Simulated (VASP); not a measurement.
# TiO2 (P1) in VASP: further runs

The runs below take TiO2 through single point, with PBEsol.

Everything below comes from runs of VASP 6.6.1. Logs are shortened: lines on timing, memory, paths and dates and some standing lists are left out, and cuts for length are marked.

### Step 1. The cell of the first run

The typed cell holds 12 atoms: a = 3.966 Å, b = 3.966 Å, c = 9.968 Å, α = 90.00°, β = 90.00°, γ = 90.00°.

### Step 2. Single point, PBEsol

Contents of INCAR:

```
SYSTEM = TiO2
ALGO = Normal
EDIFF = 1E-6
ENCUT = 520
GGA = PS
ISIF = 2
ISMEAR = -1
LASPH = .TRUE.
LCHARG = .FALSE.
LREAL = .FALSE.
LWAVE = .FALSE.
NBANDS = 60
NELM = 60
PREC = Accurate
SIGMA = 0.3
```

Contents of KPOINTS:

```
k-points
0
G
  3 3 1
  0 0 0
```

Contents of POSCAR:

```
TiO2
1.0
    3.9655050000      0.0000000000      0.0000000000
    0.0000000000      3.9655050000      0.0000000000
    0.0000000000      0.0000000000      9.9677180000
Ti O
4 8
Direct
    0.1963936497      0.0151809164     -0.0191317612
   -0.0038582728      0.4742397248      0.2833446933
    0.4949937019      0.6362115292      0.5093643299
    0.5872644216      0.1309290998      0.7534522947
    0.0057748004      0.0838985199      0.2254076610
   -0.0304122678      0.6366402262      0.4932222200
    0.2437772743      0.5364512212      0.0691833377
    0.1540283016      0.1460091464      0.8055906076
    0.6952960594      0.7000369436      0.7418147263
    0.6030001223      0.0309418346      0.9756897216
    0.4909336894      0.1714283553      0.5722071993
    0.4973893615      0.5215981319      0.3076030040
```

Potentials or basis: VASP PAW PBE potentials, release 64 (Ti_sv, O).

Started as:

```bash
$ cat potpaw_PBE.64/Ti_sv/POTCAR potpaw_PBE.64/O/POTCAR > POTCAR
$ mpirun -np 1 vasp_std > vasp.out
```

OUTCAR:

```text
SYSTEM = TiO2
   EDIFF = 1E-6
   ENCUT = 520
   GGA = PS
   ISIF = 2
   ISMEAR = -1
   LASPH = .TRUE.
   LREAL = .FALSE.
   NELM = 60
   PREC = Accurate

 ion  position               nearest neighbor table
   1  0.196  0.015  0.981-  10 1.61   8 1.83   7 2.10   7 2.25  10 2.35   4 2.78
   2  0.996  0.474  0.283-   5 1.65  12 2.00  12 2.01   6 2.19   7 2.36
   3  0.495  0.636  0.509-   6 1.89  11 1.95  12 2.06   6 2.09  11 2.21
   4  0.587  0.131  0.753-   9 1.77   8 1.80  11 1.85  10 2.25   9 2.30   8 2.31   1 2.78
   5  0.006  0.084  0.225-   2 1.65
   6  0.970  0.637  0.493-   3 1.89   3 2.09   2 2.19
   7  0.244  0.536  0.069-   1 2.10   1 2.25   2 2.36
   8  0.154  0.146  0.806-   4 1.80   1 1.83   4 2.31
   9  0.695  0.700  0.742-   4 1.77   4 2.30
  10  0.603  0.031  0.976-   1 1.61   4 2.25   1 2.35
  11  0.491  0.171  0.572-   4 1.85   3 1.95   3 2.21
  12  0.497  0.522  0.308-   2 2.00   2 2.01   3 2.06

  LATTYP: Found a simple tetragonal cell.
 ALAT       =     3.9655050000
 C/A-ratio  =     2.5136062116

  Lattice vectors:

 A1 = (   3.9655050000,   0.0000000000,   0.0000000000)
 A2 = (   0.0000000000,   3.9655050000,   0.0000000000)
 A3 = (   0.0000000000,   0.0000000000,   9.9677180000)

Analysis of symmetry for initial positions (statically):
=====================================================================
 Subroutine PRICEL returns:
 Original cell was already a primitive cell.

 Routine SETGRP: Setting up the symmetry group for a
 simple tetragonal supercell.

 Subroutine GETGRP returns: Found  1 space group operations
 (whereof  1 operations were pure point group operations)
 out of a pool of 16 trial point group operations.

The static configuration has the point symmetry C_1 .

Analysis of symmetry for dynamics (positions and initial velocities):
=====================================================================
 Subroutine PRICEL returns:
 Original cell was already a primitive cell.

 Routine SETGRP: Setting up the symmetry group for a
 simple tetragonal supercell.

 Subroutine GETGRP returns: Found  1 space group operations
 (whereof  1 operations were pure point group operations)
 out of a pool of 16 trial point group operations.

The dynamic configuration has the point symmetry C_1 .

 Subroutine INISYM returns: Found  1 space group operations
 (whereof  1 operations are pure point group operations),
 and found     1 'primitive' translations

----------------------------------------------------------------------------------------

                                     Primitive cell

  volume of cell :     156.7447

  direct lattice vectors                    reciprocal lattice vectors
     3.965505000  0.000000000  0.000000000     0.252174691  0.000000000  0.000000000
     0.000000000  3.965505000  0.000000000     0.000000000  0.252174691  0.000000000
     0.000000000  0.000000000  9.967718000     0.000000000  0.000000000  0.100323866

  length of vectors
     3.965505000  3.965505000  9.967718000     0.252174691  0.252174691  0.100323866

  position of ions in fractional coordinates (direct lattice)
     0.196393650  0.015180916  0.980868239
     0.996141727  0.474239725  0.283344693
     0.494993702  0.636211529  0.509364330
     0.587264422  0.130929100  0.753452295
     0.005774800  0.083898520  0.225407661
     0.969587732  0.636640226  0.493222220
     0.243777274  0.536451221  0.069183338
     0.154028302  0.146009146  0.805590608
     0.695296059  0.700036944  0.741814726
     0.603000122  0.030941835  0.975689722
     0.490933689  0.171428355  0.572207199
     0.497389361  0.521598132  0.307603004

  ion indices of the primitive-cell ions
   primitive index   ion index
                 1           1
                 2           2
                 3           3
                 4           4
                 5           5
                 6           6
                 7           7
                 8           8
                 9           9
                10          10
                11          11
                12          12

----------------------------------------------------------------------------------------

 KPOINTS: k-points

Automatic generation of k-mesh.
 Grid dimensions read from file:
 generate k-points for:    3    3    1

 Generating k-lattice:

  Cartesian coordinates                     Fractional coordinates (reciprocal lattice)
     0.084058230  0.000000000  0.000000000     0.333333333  0.000000000  0.000000000
     0.000000000  0.084058230  0.000000000     0.000000000  0.333333333  0.000000000
     0.000000000  0.000000000  0.100323866     0.000000000  0.000000000  1.000000000

  Length of vectors
     0.084058230  0.084058230  0.100323866

  Shift w.r.t. Gamma in fractional coordinates (k-lattice)
     0.000000000  0.000000000  0.000000000

 Subroutine IBZKPT returns following result:
 ===========================================

 Found      5 irreducible k-points:

 Following reciprocal coordinates:
            Coordinates               Weight
  0.000000  0.000000  0.000000      1.000000
  0.333333  0.000000  0.000000      2.000000
  0.000000  0.333333  0.000000      2.000000
  0.333333  0.333333  0.000000      2.000000
 -0.333333  0.333333  0.000000      2.000000
   k-points           NKPTS =      5   k-points in BZ     NKDIM =      5   number of bands    NBANDS=     60
   number of dos      NEDOS =    301   number of ions     NIONS =     12
   total plane-waves  NPLWV =  72000
   dimension x,y,z NGX =    30 NGY =   30 NGZ =   80
   dimension x,y,z NGXF=    60 NGYF=   60 NGZF=  160
   ions per type =               4   8
   NGX,Y,Z   is equivalent  to a cutoff of  12.58, 12.58, 13.34 a.u.
   NGXF,Y,Z  is equivalent  to a cutoff of  25.15, 25.15, 26.69 a.u.
 SYSTEM =  TiO2
   PREC   = accura    normal or accurate (medium, high low for compatibility)
   ISTART =      0    job   : 0-new  1-cont  2-samecut
   ICHARG =      2    charge: 1-file 2-atom 10-const
   ISPIN  =      1    spin polarized calculation?
   LNONCOLLINEAR =      F non collinear calculations
   LSORBIT =      F    spin-orbit coupling
   LASPH  =      T    aspherical Exc in radial PAW
   ENCUT  =  520.0 eV  38.22 Ry    6.18 a.u.   7.37  7.37 18.53*2*pi/ulx,y,z
   NELM   =     60;   NELMIN=  2; NELMDL= -5     # of ELM steps
   EDIFF  = 0.1E-05   stopping-criterion for ELM
   LREAL  =      F    real-space projection
   EDIFFG = 0.1E-04   stopping-criterion for IOM
   NSW    =      0    number of steps for IOM
   IBRION =     -1    ionic relax: 0-MD 1-quasi-New 2-CG
   NFREE  =      0    steps in history (QN), initial steepest desc. (CG)
   ISIF   =      2    stress and relaxation
   ISYM   =      2    0-nonsym 1-usesym 2-fastsym
   POTIM  = 0.5000    time-step for ionic-motion
   TEBEG  =    0.0;   TEEND  =   0.0 temperature during run
   PSTRESS=    0.0 pullay stress
   NELECT =      96.0000    total number of electrons
   NUPDOWN=      -1.0000    fix difference up-down
   EMIN   =  10.00;   EMAX   =-10.00  energy-range for DOS
   EFERMI =   0.00;   METHOD = LEGACY
   ISMEAR =    -1;   SIGMA  =   0.30  broadening in eV -4-tet -1-fermi 0-gaus
   EFERMI_NEDOS =   21; number of points for ismear=-14 and -15
   IALGO  =     38    algorithm
   IMIX   =      4    mixing-type and parameters
     AMIX     =   0.40;   BMIX     =  1.00
     AMIX_MAG =   1.60;   BMIX_MAG =  1.00
  volume/ion in A,a.u.               =      13.06        88.15
  Fermi-wavevector in a.u.,A,eV,Ry     =   1.390276  2.627240 26.298253  1.932867
  Thomas-Fermi vector in A             =   2.514226
   LORBIT       =      0    0 simple, 1 ext, 2 COOP (PROOUT), +10 PAW based schemes
   GGA     = PS    functional components
   LHFCALC =     F    Hartree Fock is set to
   AEXX    =    0.0000 exact exchange contribution
   IVDW    =     0    specifies the selected vdW correction
   LEPSILON=     F    determine dielectric tensor
   LRPA    =     F    only Hartree local field effects (RPA)
 non-spin polarized calculation
  energy-cutoff  :      520.00
  volume of cell :      156.74
 maximum number of plane-waves:      4245
 NGX is ok and might be reduce to    30
   NGX = 15   NGY = 15   NGZ = 37

 number of electron      95.9999993 magnetization

 Free energy of the ion-electron system (eV)
  ---------------------------------------------------
  ext. energy  EPLUGINS =         0.00000000
  ---------------------------------------------------
  free energy    TOTEN  =      -107.03994490 eV

  energy without entropy =     -106.58897367  energy(sigma->0) =     -106.81445928

 E-fermi :   3.5231     XC(G=0): -10.2760

 val. band max:        2.8447288539   @ k =  -0.3333   0.3333   0.0000
 cond. band min:       4.0030598605   @ k =   0.0000   0.0000   0.0000
 fundamental gap:      1.1583310065
 Fermi energy:         3.5230851579

 k-point     1 :       0.0000    0.0000    0.0000
  band No.  band energies     occupation
      1     -54.6267      2.00000
      2     -53.9506      2.00000
      3     -53.6435      2.00000
      4     -53.4231      2.00000
      5     -30.9850      2.00000
      6     -30.9370      2.00000
[... 52 lines left out ...]
     59       6.2625      0.00022
     60       6.2915      0.00020

 k-point     2 :       0.3333    0.0000    0.0000
  band No.  band energies     occupation
      1     -54.6258      2.00000
      2     -53.9495      2.00000
      3     -53.6427      2.00000
      4     -53.4224      2.00000
      5     -30.9867      2.00000
      6     -30.9610      2.00000
[... 52 lines left out ...]
     59       6.6346      0.00006
     60       6.8162      0.00003

 k-point     3 :       0.0000    0.3333    0.0000
  band No.  band energies     occupation
      1     -54.6259      2.00000
      2     -53.9498      2.00000
      3     -53.6427      2.00000
      4     -53.4224      2.00000
      5     -31.0005      2.00000
      6     -30.9550      2.00000
[... 52 lines left out ...]
     59       6.2486      0.00023
     60       6.3610      0.00016

 k-point     4 :       0.3333    0.3333    0.0000
  band No.  band energies     occupation
      1     -54.6249      2.00000
      2     -53.9487      2.00000
      3     -53.6419      2.00000
      4     -53.4218      2.00000
      5     -30.9994      2.00000
      6     -30.9683      2.00000
[... 52 lines left out ...]
     59       6.5287      0.00009
     60       6.7880      0.00004

 k-point     5 :      -0.3333    0.3333    0.0000
  band No.  band energies     occupation
      1     -54.6249      2.00000
      2     -53.9487      2.00000
      3     -53.6419      2.00000
      4     -53.4218      2.00000
      5     -30.9994      2.00000
      6     -30.9683      2.00000
[... 52 lines left out ...]
     59       6.5373      0.00009
     60       6.8061      0.00004

------------------------ aborting loop because EDIFF is reached ----------------------------------------

  FORCE on cell =-STRESS in cart. coord.  units (eV):
  Direction    XX          YY          ZZ          XY          YZ          ZX
  --------------------------------------------------------------------------------------
  -------------------------------------------------------------------------------------
  Total       -2.8847951    -14.1358234     -8.6134767      0.9043054     -1.6495985     -0.4559767
  in kB      -29.4871509   -144.4903849    -88.0433019      9.2434256    -16.8614957     -4.6608000
  external PRESSURE =     -87.3402792 kB  Pullay stress =       0.0000000 kB

 VOLUME and BASIS-vectors are now :
 -----------------------------------------------------------------------------
  energy-cutoff  :      520.00
  volume of cell :      156.74
      direct lattice vectors                 reciprocal lattice vectors
     3.965505000  0.000000000  0.000000000     0.252174691  0.000000000  0.000000000
     0.000000000  3.965505000  0.000000000     0.000000000  0.252174691  0.000000000
     0.000000000  0.000000000  9.967718000     0.000000000  0.000000000  0.100323866

 POSITION                                       TOTAL-FORCE (eV/Angst)
 -----------------------------------------------------------------------------------
      0.77880      0.06020      9.77702        -3.678680     -0.083530      4.765154
      3.95020      1.88060      2.82430         0.693806      2.121119     -2.120505
      1.96290      2.52290      5.07720         0.600016     -0.396990     -0.509313
      2.32880      0.51920      7.51020         2.411553      0.265115      0.409451
      0.02290      0.33270      2.24680        -0.248158     -2.238870      0.278209
      3.84490      2.52460      4.91630         0.877144     -0.183360     -1.336324
      0.96670      2.12730      0.68960        -2.263577      0.353475     -0.828405
      0.61080      0.57900      8.02990        -1.753514      0.224512     -0.495556
      2.75720      2.77600      7.39420        -1.380442     -1.315987     -0.963583
      2.39120      0.12270      9.72540         4.849943      0.505520     -1.197851
      1.94680      0.67980      5.70360        -0.191274     -0.082734     -1.053490
      1.97240      2.06840      3.06610         0.083184      0.831729      3.052211
 -----------------------------------------------------------------------------------
    total drift:                               -0.000995      0.000661     -0.000365

  FREE ENERGIE OF THE ION-ELECTRON SYSTEM (eV)
  ---------------------------------------------------
  free  energy   TOTEN  =      -107.0399448971 eV

  energy  without entropy=     -106.5889736658  energy(sigma->0) =     -106.81445928
```

It took 73 s on 1 thread of Intel Xeon 6975P-C (Granite Rapids), shared host; peak memory 0.25 GiB.

What came out:

| Quantity | Value |
| --- | --- |
| Free energy | -107.0399 eV |
| Pressure | -8.7 GPa |
| Largest force | 6.020 eV/Å |
| Band gap on the k mesh | 1.16 eV, indirect (least direct gap 1.24 eV) |

Forces in eV/Å, atoms in the order of the input:
```
Ti  -3.679 -0.084  4.765
Ti   0.694  2.121 -2.121
Ti   0.600 -0.397 -0.509
Ti   2.412  0.265  0.409
O   -0.248 -2.239  0.278
O    0.877 -0.183 -1.336
O   -2.264  0.353 -0.828
O   -1.754  0.225 -0.496
O   -1.380 -1.316 -0.964
O    4.850  0.506 -1.198
O   -0.191 -0.083 -1.053
O    0.083  0.832  3.052
```

Caveat: the k points lie up to 0.63 Å⁻¹ apart; the PAW data sets were made with another functional, which shifts forces and pressure a little. PBEsol gaps usually lie below the measured ones, often by a third to a half.

### Step 3. Single point, PBEsol

Contents of INCAR:

```
SYSTEM = TiO2
PREC = Accurate ; ENCUT = 520
EDIFF = 1E-7 ; ISMEAR = -1
SIGMA = 0.3 ; LREAL = .False.
LASPH = .True. ; NELM = 100
ALGO = Normal ; ISIF = 2
LWAVE = .False. ; LCHARG = .False.
GGA = PS ; NBANDS = 60
```

Contents of KPOINTS:

```
Automatic mesh
0
Gamma
  3 3 1
  0 0 0
```

Contents of POSCAR:

```
TiO2
1.0
    3.9655050000      0.0000000000      0.0000000000
    0.0000000000      3.9655050000      0.0000000000
    0.0000000000      0.0000000000      9.9677180000
Ti O
4 8
Direct
    0.0771906731      0.2899252428      0.0246194766
   -0.1112846914      0.5073502618      0.2752686222
    0.7121161113      0.5481269094      0.5397223316
    0.6770133943      0.2151050118      0.8126935373
   -0.0043121872      0.0681880366      0.2168400029
    0.1171603617      0.6816786261      0.4582994824
    0.0053461035      0.7138056817      0.0508541674
    0.1704700915      0.1618457170      0.8370622042
    0.5863061577      0.5784130899      0.7701762831
    0.5716548082      0.1822214321      1.0198623195
    0.7716293385      0.1696126975      0.5685353458
    0.5466390788      0.2903791573      0.3550561924
```

Potentials or basis: VASP PAW PBE potentials, release 64 (Ti_sv, O).

Started as:

```bash
$ cat potpaw_PBE.64/Ti_sv/POTCAR potpaw_PBE.64/O/POTCAR > POTCAR
$ mpirun -np 1 vasp_std > vasp.out
```

Run time: 64 s. Hardware: 1 thread of Intel Xeon 6975P-C (Granite Rapids), shared host; peak memory 0.25 GiB.

The run converged. Its results:

```
Free energy            : -102.4689 eV
Pressure               : -0.6 GPa
Largest force          : 9.524 eV/Å
Band gap on the k mesh : 1.50 eV, indirect (least direct gap 1.74 eV)
```

Forces in eV/Å, atoms in the order of the input:
```
Ti   1.495 -3.312  1.262
Ti   0.769 -1.246  0.484
Ti  -1.857  7.145 -2.314
Ti  -0.201 -8.668  2.418
O    0.673  3.064  0.382
O   -1.904 -1.440 -0.342
O    0.464 -1.737  0.004
O   -2.575  0.110 -0.327
O   -0.313  8.822 -3.573
O    1.114  1.435 -1.808
O    0.819 -7.579  4.042
O    1.517  3.406 -0.229
```

Stress tensor (GPa, compression positive):
```
-11.25  -9.08   4.68
 -9.08   9.49   0.01
  4.68   0.01  -0.14
```

Levels at points of the mesh, in eV from the valence-band top:
```
           k point  band 45  band 46  band 47  band 48  band 49  band 50  band 51  band 52
(0.00, 0.00, 0.00)    -0.88    -0.62    -0.31    -0.27     1.57     2.33     2.56     2.72
```

Caveat: the k points lie up to 0.63 Å⁻¹ apart; the PAW data sets were made with another functional, which shifts forces and pressure a little.
